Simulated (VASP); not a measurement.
Runs of VASP 6.6.1 on ZnCu. The structure is that of space group Pm-3m (No. 221), or close to it. The cells are those of the table. 

| level | cell | k mesh | smearing | gap on the mesh (eV) | pressure (GPa) |
| --- | --- | --- | --- | --- | --- |
| PBE | a = 2.955 Å, 2 atoms | 6 × 6 × 6 | gaussian 0.05 eV | none | 2.7 |
| r2SCAN | a = 2.920 Å, 2 atoms | 12 × 12 × 12 | fermi-dirac 0.15 eV | none | 0.7 |
| r2SCAN | a = 2.900 Å, 2 atoms | 12 × 12 × 12 | gaussian 0.05 eV | none | 3.4 |
| r2SCAN | a = 2.967 Å, 2 atoms | 12 × 12 × 12 | gaussian 0.05 eV | none | (a) |
| PBE | a = 2.967 Å, 2 atoms | 6 × 6 × 6 | gaussian 0.05 eV | none | 0.9 |
| r2SCAN | a = 2.920 Å, 2 atoms | 12 × 12 × 12 | gaussian 0.05 eV | none | 0.7 |
| PBE | a = 2.920 Å, 2 atoms | 12 × 12 × 12 | gaussian 0.05 eV | none | 6.5 |
| r2SCAN | a = 2.939 Å, 2 atoms | 12 × 12 × 12 | gaussian 0.05 eV | none | (b) |
| r2SCAN | a = 2.958 Å, 2 atoms | 12 × 12 × 12 | gaussian 0.05 eV | none | -4.0 |
| r2SCAN | a = 2.929 Å, 2 atoms | 12 × 12 × 12 | gaussian 0.05 eV | none | -0.5 |
| r2SCAN | a = 2.987 Å, 2 atoms | 12 × 12 × 12 | gaussian 0.05 eV | none | -7.0 |
| r2SCAN | a = 2.881 Å, 2 atoms | 12 × 12 × 12 | gaussian 0.05 eV | none | 6.7 |

Alike in all rows: task single point; potentials or basis VASP PAW PBE potentials, release 64 (Zn, Cu); no spin polarisation; cutoff (eV) 520.

Fill in the values left out.

(a) -5.0; (b) -1.8.

Caveats: the PAW data sets were made with another functional, which shifts forces and pressure a little (at least some runs); the cell stands under pressure (at least some runs); the cell stands under tension (at least some runs).

A gap of «none» marks levels without a gap at the run's occupations.
